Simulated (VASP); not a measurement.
Write the native input for VASP 6.6.1 that does the following.

- Task: single point
- Functional: PBEsol
- Potentials or basis: VASP PAW PBE potentials, release 64 (In_d, Se)
- Cutoff: 520 eV
- k mesh: 5 × 5 × 5
- Occupations: fermi-dirac, width 0.01 eV
- Spin: no spin polarisation
- Dipole correction: no
- Further INCAR settings: ALGO = Normal; EDIFF = 1e-07; NBANDS = 16

The structure of InSe lies in POSCAR:

```
InSe
1.0
    3.6320400000      0.0000000000      0.0000000000
    0.0000000000      3.6320400000      0.0000000000
    0.0000000000      0.0000000000      3.6320400000
In Se
1 1
Direct
    0.4958860000      0.4953830000      0.4960430000
   -0.0059760000     -0.0016720000     -0.0102530000
```

One way to write it, as run:

INCAR

```
SYSTEM = InSe
  PREC = Accurate
  ENCUT = 520
  EDIFF = 1E-7
  ISMEAR = -1
  SIGMA = 0.01
  LREAL = .FALSE.
  LASPH = .TRUE.
  NELM = 60
  ALGO = Normal
  ISIF = 2
  LWAVE = .FALSE.
  LCHARG = .FALSE.
  GGA = PS
  NBANDS = 16
```

KPOINTS

```
Automatic mesh
0
G
  5 5 5
  0 0 0
```

Potentials or basis: VASP PAW PBE potentials, release 64 (In_d, Se).

Command:

```bash
$ cat potpaw_PBE.64/In_d/POTCAR potpaw_PBE.64/Se/POTCAR > POTCAR
$ mpirun -np 1 vasp_std > vasp.out
```

Results of the run:

| Property | Result |
| --- | --- |
| Pressure | -2.8 GPa |
| Largest force | 0.021 eV/Å |
| Band gap on the k mesh | zero (an odd number of electrons rules out a gap without spin polarisation) |

Caveat: the PAW data sets were made with another functional, which shifts forces and pressure a little; spin-orbit coupling is left out, which moves the levels of the heavy elements.

It took 77 s on 1 thread of Intel Xeon 8259CL, on a shared host, peak memory 0.19 GiB.
